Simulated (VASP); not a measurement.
# Hf (I4/mmm) in VASP: notebook

Hf is run at these levels: PBEsol; tasks: single point.

Program: VASP 6.6.1. These are calculated values, not measurements. Logs are shortened: lines on timing, memory, paths and dates and some standing lists are left out, and cuts for length are marked.

### 1 The cell of the first run

The structure is tetragonal, space group I4/mmm (No. 139). Conventional cell: a = 3.556 Å, b = 3.556 Å, c = 3.664 Å, α = 90.00°, β = 90.00°, γ = 90.00°. Hf (site symmetry 4/mmm) has 14 Hf at 3.11 to 3.66 Å within 4.1 Å.

### 2 Single point, PBEsol (strain -0.015 along x and y, +0.015 along z)

INCAR reads:

```
PREC = Accurate
ENCUT = 520
EDIFF = 1E-6
ISMEAR = 0
SIGMA = 0.15
LREAL = F
LASPH = T
NELM = 100
ALGO = Fast
ISIF = 2
LWAVE = F
LCHARG = T
GGA = PS
LELF = T
LVHAR = T
NBANDS = 11
```

KPOINTS reads:

```
Automatic mesh
0
Gamma
  18 18 18
```

POSCAR reads:

```
Hf
1.0
   -1.7779250000      1.7779250000      1.8320750000
    1.7779250000     -1.7779250000      1.8320750000
    1.7779250000      1.7779250000     -1.8320750000
Hf
1
Direct
    0.0000000000      0.0000000000      0.0000000000
```

Potentials or basis: VASP PAW PBE potentials, release 64 (Hf_pv).

Command:

```
$ cat potpaw_PBE.64/Hf_pv/POTCAR > POTCAR
$ mpirun -np 1 vasp_std > vasp.out
```

OUTCAR:

```text
PREC = Accurate
   ENCUT = 520
   EDIFF = 1E-6
   ISMEAR = 0
   LREAL = F
   LASPH = T
   NELM = 100
   ISIF = 2
   GGA = PS

 ion  position               nearest neighbor table
   1  0.000  0.000  0.000-

  LATTYP: Found a body centered tetragonal cell.
 ALAT       =     3.5558500000
 C/A-ratio  =     1.0304568528

  Lattice vectors:

 A1 = (  -1.7779250000,   1.7779250000,   1.8320750000)
 A2 = (   1.7779250000,  -1.7779250000,   1.8320750000)
 A3 = (   1.7779250000,   1.7779250000,  -1.8320750000)

Analysis of symmetry for initial positions (statically):
=====================================================================
 Subroutine PRICEL returns:
 Original cell was already a primitive cell.

 Routine SETGRP: Setting up the symmetry group for a
 body centered tetragonal supercell.

 Subroutine GETGRP returns: Found 16 space group operations
 (whereof 16 operations were pure point group operations)
 out of a pool of 16 trial point group operations.

The static configuration has the point symmetry D_4h.

Analysis of symmetry for dynamics (positions and initial velocities):
=====================================================================
 Subroutine PRICEL returns:
 Original cell was already a primitive cell.

 Routine SETGRP: Setting up the symmetry group for a
 body centered tetragonal supercell.

 Subroutine GETGRP returns: Found 16 space group operations
 (whereof 16 operations were pure point group operations)
 out of a pool of 16 trial point group operations.

The dynamic configuration has the point symmetry D_4h.

 Subroutine INISYM returns: Found 16 space group operations
 (whereof 16 operations are pure point group operations),
 and found     1 'primitive' translations

----------------------------------------------------------------------------------------

                                     Primitive cell

  volume of cell :      23.1649

  direct lattice vectors                    reciprocal lattice vectors
    -1.777925000  1.777925000  1.832075000     0.000000000  0.281226711  0.272914591
     1.777925000 -1.777925000  1.832075000     0.281226711  0.000000000  0.272914591
     1.777925000  1.777925000 -1.832075000     0.281226711  0.281226711  0.000000000

  length of vectors
     3.111034139  3.111034139  3.111034139     0.391881152  0.391881152  0.397714629

  position of ions in fractional coordinates (direct lattice)
     0.000000000  0.000000000  0.000000000

  ion indices of the primitive-cell ions
   primitive index   ion index
                 1           1

----------------------------------------------------------------------------------------

 KPOINTS: Automatic mesh

Automatic generation of k-mesh.
 Grid dimensions read from file:
 generate k-points for:   18   18   18

 Generating k-lattice:

  Cartesian coordinates                     Fractional coordinates (reciprocal lattice)
     0.000000000  0.015623706  0.015161922     0.055555556 -0.000000000  0.000000000
     0.015623706  0.000000000  0.015161922    -0.000000000  0.055555556  0.000000000
     0.015623706  0.015623706  0.000000000     0.000000000  0.000000000  0.055555556

  Length of vectors
     0.021771175  0.021771175  0.022095257

  Shift w.r.t. Gamma in fractional coordinates (k-lattice)
     0.000000000  0.000000000  0.000000000

 Subroutine IBZKPT returns following result:
 ===========================================

 Found    480 irreducible k-points:

 Following reciprocal coordinates:
            Coordinates               Weight
  0.000000  0.000000  0.000000      1.000000
  0.055556 -0.000000  0.000000      8.000000
  0.111111 -0.000000  0.000000      8.000000
  0.166667 -0.000000  0.000000      8.000000
  0.222222 -0.000000  0.000000      8.000000
  0.277778 -0.000000  0.000000      8.000000
[... 16 lines left out ...]
 -0.277778  0.055556 -0.000000     16.000000
 -0.222222  0.055556 -0.000000     16.000000
 [... further k-points ...]
   k-points           NKPTS =    480   k-points in BZ     NKDIM =    480   number of bands    NBANDS=     11
   number of dos      NEDOS =    301   number of ions     NIONS =      1
   total plane-waves  NPLWV =  13824
   dimension x,y,z NGX =    24 NGY =   24 NGZ =   24
   dimension x,y,z NGXF=    48 NGYF=   48 NGZF=   48
   ions per type =               1
   NGX,Y,Z   is equivalent  to a cutoff of  12.83, 12.83, 12.83 a.u.
   NGXF,Y,Z  is equivalent  to a cutoff of  25.65, 25.65, 25.65 a.u.
 SYSTEM =  unknown system
   PREC   = accura    normal or accurate (medium, high low for compatibility)
   ISTART =      0    job   : 0-new  1-cont  2-samecut
   ICHARG =      2    charge: 1-file 2-atom 10-const
   ISPIN  =      1    spin polarized calculation?
   LNONCOLLINEAR =      F non collinear calculations
   LSORBIT =      F    spin-orbit coupling
   LASPH  =      T    aspherical Exc in radial PAW
   ENCUT  =  520.0 eV  38.22 Ry    6.18 a.u.   5.78  5.78  5.78*2*pi/ulx,y,z
   NELM   =    100;   NELMIN=  2; NELMDL= -5     # of ELM steps
   EDIFF  = 0.1E-05   stopping-criterion for ELM
   LREAL  =      F    real-space projection
   EDIFFG = 0.1E-04   stopping-criterion for IOM
   NSW    =      0    number of steps for IOM
   IBRION =     -1    ionic relax: 0-MD 1-quasi-New 2-CG
   NFREE  =      0    steps in history (QN), initial steepest desc. (CG)
   ISIF   =      2    stress and relaxation
   ISYM   =      2    0-nonsym 1-usesym 2-fastsym
   POTIM  = 0.5000    time-step for ionic-motion
   TEBEG  =    0.0;   TEEND  =   0.0 temperature during run
   PSTRESS=    0.0 pullay stress
   NELECT =      10.0000    total number of electrons
   NUPDOWN=      -1.0000    fix difference up-down
   EMIN   =  10.00;   EMAX   =-10.00  energy-range for DOS
   EFERMI =   0.00;   METHOD = LEGACY
   ISMEAR =     0;   SIGMA  =   0.15  broadening in eV -4-tet -1-fermi 0-gaus
   EFERMI_NEDOS =   21; number of points for ismear=-14 and -15
   IALGO  =     68    algorithm
   IMIX   =      4    mixing-type and parameters
     AMIX     =   0.40;   BMIX     =  1.00
     AMIX_MAG =   1.60;   BMIX_MAG =  1.00
  volume/ion in A,a.u.               =      23.16       156.32
  Fermi-wavevector in a.u.,A,eV,Ry     =   1.237271  2.338103 20.828332  1.530839
  Thomas-Fermi vector in A             =   2.371845
   LORBIT       =      0    0 simple, 1 ext, 2 COOP (PROOUT), +10 PAW based schemes
   GGA     = PS    functional components
   LHFCALC =     F    Hartree Fock is set to
   AEXX    =    0.0000 exact exchange contribution
   IVDW    =     0    specifies the selected vdW correction
   LEPSILON=     F    determine dielectric tensor
   LRPA    =     F    only Hartree local field effects (RPA)
 non-spin polarized calculation
 RMM-DIIS sequential band-by-band and
 Gauss-broadening in eV      SIGMA  =   0.15
  energy-cutoff  :      520.00
  volume of cell :       23.16
 maximum number of plane-waves:       642
   NGX = 11   NGY = 11   NGZ = 11

 number of electron      10.0000001 magnetization

 Free energy of the ion-electron system (eV)
  ---------------------------------------------------
  ext. energy  EPLUGINS =         0.00000000
  ---------------------------------------------------
  free energy    TOTEN  =       -10.29386491 eV

  energy without entropy =      -10.27071221  energy(sigma->0) =      -10.28228856

 E-fermi :   4.1903     XC(G=0): -11.2330

 val. band max:        4.1900985790   @ k =  -0.4444   0.2778   0.0556
 cond. band min:       4.1921502506   @ k =  -0.3889  -0.4444   0.0556
 fundamental gap:      0.0020516716
 Fermi energy:         4.1903047255

 k-point     1 :       0.0000    0.0000    0.0000
  band No.  band energies     occupation
      1     -25.7334      2.00000
      2     -25.7327      2.00000
      3     -25.7327      2.00000
      4      -2.7422      2.00000
      5       5.5708      0.00000
      6       5.5708      0.00000
      7       5.8819      0.00000
      8       8.1382      0.00000
      9       8.5674      0.00000
     10      17.0468      0.00000
     11      17.5013      0.00000

 k-point     2 :       0.0556   -0.0000    0.0000
  band No.  band energies     occupation
      1     -25.7566      2.00000
      2     -25.7399      2.00000
      3     -25.7330      2.00000
      4      -2.6330      2.00000
      5       5.5458      0.00000
      6       5.5674      0.00000
      7       5.9173      0.00000
      8       8.0434      0.00000
      9       8.5314      0.00000
     10      17.2426      0.00000
     11      17.7056      0.00000

 k-point     3 :       0.1111   -0.0000    0.0000
  band No.  band energies     occupation
      1     -25.8240      2.00000
      2     -25.7606      2.00000
      3     -25.7329      2.00000
      4      -2.3140      2.00000
      5       5.4215      0.00000
      6       5.4411      0.00000
      7       6.1747      0.00000
      8       7.8213      0.00000
      9       8.4832      0.00000
     10      17.6005      0.00000
     11      18.2830      0.00000

 k-point     4 :       0.1667   -0.0000    0.0000
  band No.  band energies     occupation
      1     -25.9256      2.00000
      2     -25.7921      2.00000
      3     -25.7326      2.00000
      4      -1.8115      2.00000
      5       5.1461      0.00000
      6       5.2040      0.00000
      7       6.6779      0.00000
      8       7.6625      0.00000
      9       8.4691      0.00000
     10      17.8275      0.00000
     11      18.9844      0.00000
[... 239 lines left out ...]
 k-point    22 :      -0.3333    0.0556    0.0000
  band No.  band energies     occupation
      1     -26.2384      2.00000
      2     -25.8924      2.00000
      3     -25.7422      2.00000
      4      -0.0597      2.00000
      5       4.3506      0.13082
      6       4.4119      0.03667
      7       7.7833      0.00000
      8       8.7716      0.00000
      9       8.8399      0.00000
     10      16.5219      0.00000
     11      16.7022      0.00000

 k-point    23 :      -0.2778    0.0556   -0.0000
  band No.  band energies     occupation
      1     -26.1194      2.00000
      2     -25.8506      2.00000
      3     -25.7424      2.00000
      4      -0.7427      2.00000
      5       4.6305      0.00003
      6       4.6517      0.00001
      7       7.6446      0.00000
      8       7.8740      0.00000
      9       8.6557      0.00000
     10      17.4299      0.00000
     11      17.9099      0.00000

 k-point    24 :      -0.2222    0.0556   -0.0000
  band No.  band energies     occupation
      1     -25.9975      2.00000
      2     -25.8087      2.00000
      3     -25.7424      2.00000
      4      -1.4207      2.00000
      5       4.9340      0.00000
      6       5.0034      0.00000
      7       7.0776      0.00000
      8       7.6086      0.00000
      9       8.5320      0.00000
     10      17.9523      0.00000
     11      18.8866      0.00000

 [... further k-points ...]

------------------------ aborting loop because EDIFF is reached ----------------------------------------

  FORCE on cell =-STRESS in cart. coord.  units (eV):
  Direction    XX          YY          ZZ          XY          YZ          ZX
  --------------------------------------------------------------------------------------
  -------------------------------------------------------------------------------------
  Total       -1.2284060     -1.2284060     -1.0451657      0.0000000     -0.0000000     -0.0000000
  in kB      -84.9615434    -84.9615434    -72.2879020      0.0000000     -0.0000000     -0.0000000
  external PRESSURE =     -80.7369963 kB  Pullay stress =       0.0000000 kB

 VOLUME and BASIS-vectors are now :
 -----------------------------------------------------------------------------
  energy-cutoff  :      520.00
  volume of cell :       23.16
      direct lattice vectors                 reciprocal lattice vectors
    -1.777925000  1.777925000  1.832075000     0.000000000  0.281226711  0.272914591
     1.777925000 -1.777925000  1.832075000     0.281226711  0.000000000  0.272914591
     1.777925000  1.777925000 -1.832075000     0.281226711  0.281226711  0.000000000

 POSITION                                       TOTAL-FORCE (eV/Angst)
 -----------------------------------------------------------------------------------
      0.00000      0.00000      0.00000         0.000000      0.000000     -0.000000
 -----------------------------------------------------------------------------------
    total drift:                               -0.000000      0.000000      0.000000

  FREE ENERGIE OF THE ION-ELECTRON SYSTEM (eV)
  ---------------------------------------------------
  free  energy   TOTEN  =       -10.2938649111 eV

  energy  without entropy=      -10.2707122081  energy(sigma->0) =      -10.28228856
```

It took 64 s on 1 thread of AMD EPYC 9R45 (Zen 5), shared host; peak memory 0.21 GiB.

What came out:

* Free energy: -10.2939 eV
* Pressure: -8.1 GPa
* Band gap on the k mesh: zero (band 5 reaches 5.59 eV, above the bottom of band 6 at 3.51 eV)

Stress tensor (GPa, compression positive):
```
-8.50  0.00  0.00
 0.00 -8.50  0.00
 0.00  0.00 -7.23
```

Levels at points of the mesh, in eV from the Fermi level:
```
           k point  band 1  band 2  band 3  band 4  band 5  band 6  band 7  band 8  band 9  band 10
(0.00, 0.00, 0.00)  -29.92  -29.92  -29.92   -6.93    1.38    1.38    1.69    3.95    4.38    12.86
(0.50, 0.00, 0.00)  -30.66  -30.16  -29.92   -3.30   -0.34    0.91    3.79    4.92    7.27     9.64
(0.50, 0.50, 0.00)  -30.65  -30.18  -29.94   -3.25   -0.67    1.08    4.25    5.09    7.35     9.76
(0.50, 0.50, 0.50)  -30.47  -30.42  -30.42   -2.47   -2.38    6.45    6.50    6.55    6.55     7.18
```

Caveat: the cell differs from its parent crystal (strain -0.015 along x and y, +0.015 along z); the PAW data sets were made with another functional, which shifts forces and pressure a little; spin-orbit coupling is left out, which moves the levels of the heavy elements.

### 3 Single point, PBEsol (strain +0.015 along x and y, -0.030 along z)

INCAR reads:

```
PREC = Accurate
ENCUT = 520
EDIFF = 1E-6
ISMEAR = 0
SIGMA = 0.15
LREAL = False
LASPH = True
NELM = 60
ALGO = Normal
ISIF = 2
LWAVE = False
LCHARG = False
GGA = PS
NBANDS = 11
```

KPOINTS reads:

```
regular mesh
0
Gamma
  18 18 18
```

POSCAR reads:

```
Hf
1.0
   -1.8320750000      1.8320750000      1.7508500000
    1.8320750000     -1.8320750000      1.7508500000
    1.8320750000      1.8320750000     -1.7508500000
Hf
1
Direct
    0.0000000000      0.0000000000      0.0000000000
```

Potentials or basis: VASP PAW PBE potentials, release 64 (Hf_pv).

Command:

```
$ cat potpaw_PBE.64/Hf_pv/POTCAR > POTCAR
$ mpirun -np 1 vasp_std > vasp.out
```

Wall time 49 s (1 thread of AMD EPYC 9R45 (Zen 5), shared host); peak memory 0.21 GiB.

It converged, with:

```
Free energy            : -10.2787 eV
Pressure               : -9.2 GPa
Band gap on the k mesh : zero (band 5 reaches 5.47 eV, above the bottom of band 6 at 3.48 eV)
```

Stress tensor (GPa, compression positive):
```
 -8.34   0.00   0.00
  0.00  -8.34   0.00
  0.00   0.00 -10.88
```

Levels at points of the mesh, in eV from the Fermi level:
```
           k point  band 2  band 3  band 4  band 5  band 6  band 7  band 8  band 9
(0.00, 0.00, 0.00)  -29.99  -29.99   -6.89    1.15    1.63    1.63    3.76    4.42
(0.50, 0.00, 0.00)  -30.23  -30.00   -3.22   -0.60    1.00    4.00    5.09    7.18
(0.50, 0.50, 0.00)  -30.20  -29.98   -3.30   -0.09    0.74    3.49    4.65    7.09
(0.50, 0.50, 0.50)  -30.50  -30.44   -2.43   -2.32    6.35    6.35    6.49    6.49
```

Caveat: the cell differs from its parent crystal (strain +0.015 along x and y, -0.030 along z); the PAW data sets were made with another functional, which shifts forces and pressure a little; spin-orbit coupling is left out, which moves the levels of the heavy elements.
